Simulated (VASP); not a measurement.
Write the native input for VASP 6.6.1 that does the following.

```yaml
Task: single point
Functional: PBE
Potentials_or_basis: VASP PAW PBE potentials, release 64 (Ta_pv, Ru_pv)
Cutoff: 520 eV
k_mesh: 12 × 12 × 18
Occupations: gaussian, width 0.1 eV
Spin: no spin polarisation
Dipole_correction: no
Further_INCAR_settings: ALGO = Fast; EDIFF = 1e-07; NBANDS = 26
```

The structure of TaRu2 lies in POSCAR:

```
TaRu2
1.0
    4.6423454665      0.0000000000      0.0000000000
   -2.3211727333      4.0203891071      0.0000000000
    0.0000000000      0.0000000000      2.6653259228
Ta Ru
1 2
Direct
    0.0000000000      0.0000000000      0.5000000000
    0.3333333333      0.6666666667      0.5000000000
    0.6666666667      0.3333333333      0.5000000000
```

The cell was generated, and may not be a known phase.

These files were run (other wordings do the same):

INCAR

```
PREC = Accurate
ENCUT = 520
EDIFF = 1E-7
ISMEAR = 0
SIGMA = 0.1
LREAL = False
LASPH = True
NELM = 100
ALGO = Fast
ISIF = 2
LWAVE = False
LCHARG = False
GGA = PE
NBANDS = 26
```

KPOINTS

```
regular mesh
0
Gamma
  12 12 18
```

Potentials or basis: VASP PAW PBE potentials, release 64 (Ta_pv, Ru_pv).

Command:

```console
$ cat potpaw_PBE.64/Ta_pv/POTCAR potpaw_PBE.64/Ru_pv/POTCAR > POTCAR
$ mpirun -np 1 vasp_std > vasp.out
```

Results of the run:

| Item | Value |
| --- | --- |
| Pressure | 0.1 GPa |
| Band gap on the k mesh | zero (an odd number of electrons rules out a gap without spin polarisation) |

Caveat: spin-orbit coupling is left out, which moves the levels of the heavy elements.

Run time: 2.1 min on 1 thread of Intel(R) Xeon(R) 6975P-C (Granite Rapids) (shared host), peak memory 0.33 GiB.
